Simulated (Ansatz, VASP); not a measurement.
**One calculation of C, two programs**

```xyz
4
Lattice="2.4666 0.0000 0.0000 -1.2333 2.1361 0.0000 0.0000 0.0000 8.5267" Properties=species:S:1:pos:R:3 pbc="T T T"
C     1.2333    2.1361    2.1317
C     0.0000    0.0000    6.3951
C     0.0000    1.4241    2.1317
C     1.2333    0.7120    6.3951
```

Alike in both runs: task single point; functional PBE; k mesh 15 × 15 × 4; occupations methfessel-paxton of order 1, width 0.3 eV; no spin polarisation.

|  | VASP | Ansatz |
| --- | --- | --- |
| version | VASP 6.6.1 | Ansatz 0.2.0 |
| potentials or method | VASP PAW PBE potentials, release 64 (C), cutoff 520 eV | plane waves (420 eV) with PAW, scalar-relativistic |
| valence electrons in the cell | 16 | 16 |

Ansatz gave:

```
pressure (GPa)                                                : 0.0
traceless stress, the component that is largest in VASP (GPa) : 0.03
```

**Question.** What did VASP give for the same quantities?

**Answer.** Pressure (GPa): 0.4; traceless stress, the component that is largest in VASP (GPa): -0.38.
